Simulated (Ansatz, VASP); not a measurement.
PbS: VASP beside Ansatz

INCAR

```
SYSTEM = PbS
PREC = Accurate ; ENCUT = 520
EDIFF = 1E-7 ; ISMEAR = -1
SIGMA = 0.05 ; LREAL = .FALSE.
LASPH = .TRUE. ; NELM = 100
ALGO = Normal ; ISIF = 2
LWAVE = .FALSE. ; LCHARG = .FALSE.
NBANDS = 28
```

Contents of KPOINTS:

```
regular mesh
0
G
  7 7 6
  0 0 0
```

File POSCAR:

```
PbS
1.0
    2.1073236324     -6.0701387599      0.0000000000
    2.1073236324      6.0701387599      0.0000000000
    0.0000000000      0.0000000000      4.3356342523
Pb S
2 2
Direct
    0.1305633500      0.8694366500      0.2500000000
    0.8694366500      0.1305633500      0.7500000000
    0.3547970900      0.6452029100      0.2500000000
    0.6452029100      0.3547970900      0.7500000000
```

File input.yaml:

```yaml
crystal:
  lattice:
    - [2.1073236324, -6.0701387599, 0.0]
    - [2.1073236324, 6.0701387599, 0.0]
    - [0.0, 0.0, 4.3356342523]
  atoms:
    - { symbol: Pb, position: [0.13056335, 0.86943665, 0.25] }
    - { symbol: Pb, position: [0.86943665, 0.13056335, 0.75] }
    - { symbol: S, position: [0.35479709, 0.64520291, 0.25] }
    - { symbol: S, position: [0.64520291, 0.35479709, 0.75] }
kpoints:
  mp_grid: { grid: [7, 7, 6] }
scf:
  occupations: { method: fermi_dirac, width: 0.05 }
hamiltonian:
  xc: lda
  pseudopotentials: { kind: all_electron, lapw: { basis_error: 0.002 } }
output:
  forces: true
  stress: true
  eigenvalues: true
```

Change from the starting cell: volume scaled by 1.04.

Alike in both runs: task single point; functional LDA; k mesh 7 × 7 × 6; occupations fermi-dirac, width 0.05 eV; no spin polarisation.

|  | VASP | Ansatz |
| --- | --- | --- |
| version | VASP 6.6.1 | Ansatz 0.2.0 |
| potentials or method | VASP PAW LDA potentials, release 64 (Pb_d, S), cutoff 520 eV | all-electron LAPW, scalar-relativistic |

Ansatz gave:

| Quantity | Value |
| --- | --- |
| gap on the k mesh at the Fermi level (eV) | 1.17 |
| least direct gap on the mesh (eV) | 1.27 |
| pressure (GPa) | -5.2 |
| traceless stress, the component that is largest in VASP (GPa) | 0.46 |
| rms of the force components (eV/Å) | 0.157 |

Task: Which values does VASP return?

Result: gap on the k mesh at the Fermi level (eV): 1.17; least direct gap on the mesh (eV): 1.27; pressure (GPa): -5.2; traceless stress, the component that is largest in VASP (GPa): 0.45; rms of the force components (eV/Å): 0.152.

LDA's correlation is that of Perdew and Zunger in VASP and of Perdew and Wang (1992) in Ansatz. Atom by atom the forces differ by 0.005 eV/Å (rms over components). Ansatz ran all-electron here, and VASP with PAW potentials.

Neither program's run includes spin-orbit coupling.
